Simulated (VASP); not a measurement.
A run of VASP 6.6.1:

Contents of INCAR:

```
ALGO = Normal ; DIPOL = 0.5 0.5 0.289
EDIFF = 1E-6 ; ENCUT = 520
GGA = PE ; IDIPOL = 3
ISIF = 2 ; ISMEAR = 0
IVDW = 12 ; LASPH = T
LCHARG = T ; LDIPOL = T
LELF = T ; LREAL = Auto
LVACPOTAV = T ; LVHAR = T
LWAVE = F ; NBANDS = 52
NELM = 100 ; PREC = Accurate
SIGMA = 0.05
```

The input KPOINTS:

```
k-points
0
Gamma
  5 6 1
```

POSCAR

```
Al4N5
1.0
    6.2178777932      0.0000000000      0.0000000000
    0.0000000000      4.9778062151      0.0000000000
    0.0000000000      0.0000000000     22.0612415661
Al N
8 10
Direct
    0.0000000000      0.9984444684      0.1813134582
    0.5000000000      0.9984444684      0.1813134582
    0.2500000000      0.4984444684      0.2219944576
    0.7500000000      0.4984444684      0.2219944576
    0.2500000000      0.9927115344      0.3083994001
    0.7500000000      0.9927115344      0.3083994001
    0.0000000000      0.4640676885      0.3340308200
    0.5000000000      0.4640676885      0.3340308200
    0.0000000000      0.6165555316      0.1813134582
    0.5000000000      0.6165555316      0.1813134582
    0.2500000000      0.1165555316      0.2219944576
    0.7500000000      0.1165555316      0.2219944576
    0.2500000000      0.6144481599      0.3071137031
    0.7500000000      0.6144481599      0.3071137031
    0.0000000000      0.1109285761      0.3427387141
    0.5000000000      0.1109285761      0.3427387141
    0.2500000000      0.3609285761      0.4741909713
    0.2500000000      0.3609285761      0.5240521723
```

Potentials or basis: VASP PAW PBE potentials, release 64 (Al, N).

Run with:

```bash
$ cat potpaw_PBE.64/Al/POTCAR potpaw_PBE.64/N/POTCAR > POTCAR
$ mpirun -np 1 vasp_std > vasp.out
```

Hardware: 1 thread of Intel(R) Xeon(R) 6975P-C (Granite Rapids), with other jobs on the host.

Problem. How long does it take, and how much memory?

Solution. Wall time 7.8 min on 1 thread of Intel(R) Xeon(R) 6975P-C (Granite Rapids), with other jobs on the host, peak memory 0.77 GiB. Counts: scf iterations 28, k points 12.
